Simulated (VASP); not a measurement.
A run of VASP 6.6.1:

The input INCAR:

```
ALGO = Normal
EDIFF = 1E-6
ENCUT = 600
GGA = PS
GGA_COMPAT = F
ISIF = 2
ISMEAR = 0
LASPH = T
LCHARG = T
LELF = T
LREAL = F
LVHAR = T
LWAVE = F
NBANDS = 9
NELM = 120
PREC = Accurate
SIGMA = 0.05
```

Contents of KPOINTS:

```
k-points
0
Gamma
  4 4 4
```

Contents of POSCAR:

```
Mg
1.0
    7.3998150000     -2.9660560000      0.0000000000
    7.3998150000      2.9660560000      0.0000000000
    0.0000000000      0.0000000000      5.9260590000
Mg
2
Direct
    0.2585540000      0.7414460000      0.7500000000
    0.7414460000      0.2585540000      0.2500000000
```

Potentials or basis: VASP PAW PBE potentials, release 64 (Mg).

The run is started by

```bash
$ cat potpaw_PBE.64/Mg/POTCAR > POTCAR
$ mpirun -np 1 vasp_std > vasp.out
```

Hardware: 1 thread of Intel Xeon 8259CL, on a shared host.

Estimate the wall time of this run.

It took 74 s on 1 thread of Intel Xeon 8259CL (shared host), peak memory 0.46 GiB. Counts: scf iterations 11, k points 21.
